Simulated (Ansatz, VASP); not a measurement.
**One calculation of Cu, two programs**

Contents of INCAR:

```
PREC     = Accurate       # precision mode
ENCUT    = 600            # plane-wave cutoff, eV
EDIFF    = 1E-6           # SCF threshold, eV
ISMEAR   = 0              # smearing method
SIGMA    = 0.013000000000000001 # smearing width, eV
LREAL    = F              # projectors in reciprocal space
LASPH    = T              # aspherical terms in the spheres
NELM     = 120            # most SCF steps
ALGO     = Normal         # electronic algorithm
ISIF     = 2              # what is computed and relaxed
LWAVE    = F              # write WAVECAR
LCHARG   = F              # write CHGCAR
GGA      = PE             # functional
NBANDS   = 12             # bands
GGA_COMPAT= F
```

File KPOINTS:

```
regular mesh
0
Gamma
  13 13 13
```

Contents of POSCAR:

```
Cu
1.0
    0.0000000000      1.8075000000      1.8075000000
    1.8075000000      0.0000000000      1.8075000000
    1.8075000000      1.8075000000      0.0000000000
Cu
1
Direct
    0.0000000000      0.0000000000      0.0000000000
```

The input input.yaml:

```yaml
crystal:
  lattice:
    - [0.0, 1.8075, 1.8075]
    - [1.8075, 0.0, 1.8075]
    - [1.8075, 1.8075, 0.0]
  atoms:
    - { symbol: Cu, position: [0.0, 0.0, 0.0] }
hamiltonian:
  xc: pbe
  pseudopotentials: { kind: paw }
kpoints:
  mp_grid: { grid: [13, 13, 13] }
scf:
  occupations: { method: gaussian, width: 0.013 }
output:
  forces: true
  stress: true
  eigenvalues: true
```

Alike in both runs: task single point; functional PBE; k mesh 13 × 13 × 13; occupations gaussian, width 0.013 eV; no spin polarisation.

|  | VASP | Ansatz |
| --- | --- | --- |
| version | VASP 6.6.1 | Ansatz 0.2.0 |
| potentials or method | VASP PAW PBE potentials, release 64 (Cu) | Ansatz PAW |
| plane-wave cutoff (eV) | 600 | 420 |
| valence electrons in the cell | 11 | 19 |

Ansatz gave:

| Item | Value |
| --- | --- |
| gap on the k mesh at the Fermi level (eV) | none |
| pressure (GPa) | 1.7 |

Question: Which values does VASP return?

Answer: gap on the k mesh at the Fermi level (eV): none; pressure (GPa): 2.3.

A gap of «none» marks a metal or a gap that the smearing closes. VASP's potentials hold 11 valence electrons a cell and Ansatz's 19, so a difference there can come from the potentials and not from the codes.
